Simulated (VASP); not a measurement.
Runs of VASP 6.6.1 on Cd4S. The structure is that of space group P6/mmm (No. 191), or close to it. The cells are those of the table. 

```tsv
task	cell	k mesh	cutoff (eV)	gap on the mesh (eV)	pressure (GPa)	relaxed volume (Å³/atom)
single point	a = 5.726, b = 5.726, c = 4.987 Å, angles 90.0, 90.0, 120.0°, 5 atoms	6 × 6 × 4	520	none	4.3	-
single point	a = 5.971, b = 5.971, c = 5.096 Å, angles 90.0, 90.0, 120.0°, 5 atoms	6 × 6 × 4	520	none	0.1	-
relaxation of cell and atoms	relaxed from a = 5.971, b = 5.971, c = 5.096 Å, angles 90.0, 90.0, 120.0°, 5 atoms	6 × 6 × 8	600	none	0.0	(b)
single point	a = 5.965, b = 5.965, c = 5.074 Å, angles 90.0, 90.0, 120.0°, 5 atoms	6 × 6 × 8	520	none	0.2	-
relaxation of cell and atoms	relaxed from a = 5.726, b = 5.726, c = 4.987 Å, angles 90.0, 90.0, 120.0°, 5 atoms	6 × 6 × 4	600	none	0.0	(a)
```

Alike in all rows: level PBE; potentials or basis VASP PAW PBE potentials, release 64 (Cd, S); no spin polarisation; smearing gaussian 0.1 eV.

Problem. Fill in the values left out.

Solution. (a) 31.50; (b) 31.40.

A k mesh can miss the band edges, and the runs leave out spin-orbit coupling on Cd.

A gap of «none» marks levels without a gap at the run's occupations.
